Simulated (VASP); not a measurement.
Input of a VASP 6.6.1 run:

File POSCAR:

```
LaTlO2
1.0
    3.5195413762      0.0000000000      0.0000000000
    0.0000000000      3.5195413762      0.0000000000
    0.0000000000      0.0000000000     12.4810838780
Tl O La
2 4 2
Direct
    0.5000000000      0.0000000000      0.8855266897
    0.0000000000      0.5000000000      0.1144733103
    0.5000000000      0.0000000000      0.2041413346
    0.0000000000      0.5000000000      0.4116766007
    0.5000000000      0.0000000000      0.5883233993
    0.0000000000      0.5000000000      0.7958586654
    0.5000000000      0.0000000000      0.3742902819
    0.0000000000      0.5000000000      0.6257097181
```

INCAR.step1

```
  ALGO = Normal
  EDIFF = 1E-4
  ENCUT = 520
  GGA = PE
  ISMEAR = -1
  LASPH = T
  LCHARG = F
  LREAL = F
  LWAVE = T
  NBANDS = 46
  NELM = 100
  PREC = Accurate
  SIGMA = 0.03
```

The input INCAR.step2:

```
  ALGO = Normal
  BPARAM = 11.95
  CPARAM = 0.0093
  EDIFF = 1E-7
  ENCUT = 520
  ISIF = 2
  ISMEAR = -1
  ISTART = 1
  IVDW_NL = 2
  LASPH = T
  LCHARG = F
  LMIXTAU = T
  LREAL = F
  LUSE_VDW = T
  LWAVE = F
  METAGGA = R2SCAN
  NBANDS = 46
  NELM = 100
  PREC = Accurate
  SIGMA = 0.03
```

Contents of KPOINTS:

```
k-points
0
Gamma
  8 8 2
```

Potentials or basis: VASP PAW PBE potentials, release 64 (Tl_d, O, La).

The run is started by

```bash
$ cat potpaw_PBE.64/Tl_d/POTCAR potpaw_PBE.64/O/POTCAR potpaw_PBE.64/La/POTCAR > POTCAR
$ cp INCAR.step1 INCAR
$ mpirun -np 1 vasp_std > vasp.out
$ cp INCAR.step2 INCAR
$ mpirun -np 1 vasp_std > vasp.out
```

Task: What does it give for the band gap on the k mesh?

Result: 0.93 eV (least direct gap 1.34 eV).

Task: Estimate the pressure.

Result: 0.0 GPa.

Stress tensor (GPa, compression positive):
```
 0.04  0.00  0.00
 0.00  0.04  0.00
 0.00  0.00 -0.04
```

Caveat: the PAW data sets were made with another functional, which shifts forces and pressure a little; spin-orbit coupling is left out, which moves the levels of the heavy elements. A k mesh can miss the band edges.
